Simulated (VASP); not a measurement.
## CdI2: single point with r2SCAN+rVV10

Crystal: CdI2.

```
Cd I
1.0
     4.24836    0.00000    0.00000
    -2.12418    3.67918    0.00000
     0.00000    0.00000    6.88442
Cd I
1 2
Direct
  0.00000 0.00000 0.00000
  0.33333 0.66667 0.24956
  0.66667 0.33333 0.75044
```

```
Program                : VASP 6.6.1
Task                   : single point
Functional             : r2SCAN
Dispersion             : rVV10
Potentials or basis    : VASP PAW PBE potentials, release 64 (Cd, I)
Cutoff                 : 550 eV
k mesh                 : 6 × 6 × 4
Occupations            : fermi-dirac, width 0.02 eV
Spin                   : no spin polarisation
Dipole correction      : no
Further INCAR settings : ALGO = Normal; EDIFF = 1e-06; NBANDS = 20
```

```json
{"Pressure": "0.3 GPa", "Largest force": "0.040 eV/Å", "Band gap on the k mesh": "2.79 eV (least direct gap 3.12 eV)"}
```

Forces in eV/Å, atoms in the order of the input:
```
Cd   0.000  0.000  0.000
I    0.000  0.000  0.040
I    0.000  0.000 -0.040
```

Levels at points of the mesh, in eV from the valence-band top:
| k point | band 11 | band 12 | band 13 | band 14 | band 15 | band 16 |
| --- | --- | --- | --- | --- | --- | --- |
| (0.00, 0.00, 0.00) | -0.15 | -0.15 | -0.13 | 3.02 | 5.00 | 6.88 |
| (0.50, 0.00, 0.00) | -1.53 | -0.70 | -0.13 | 3.05 | 5.54 | 6.29 |
| (0.00, 0.00, 0.50) | -0.42 | 0.00 | 0.00 | 4.11 | 5.07 | 6.67 |
| (0.50, 0.00, 0.50) | -1.21 | -0.50 | -0.45 | 2.79 | 5.38 | 6.32 |

It took 8.3 min on 1 thread of AMD EPYC 7571, with other jobs on the host, peak memory 0.44 GiB.

Caveat: the PAW data sets were made with another functional, which shifts forces and pressure a little; spin-orbit coupling is left out, which moves the levels of the heavy elements. A k mesh can miss the band edges.
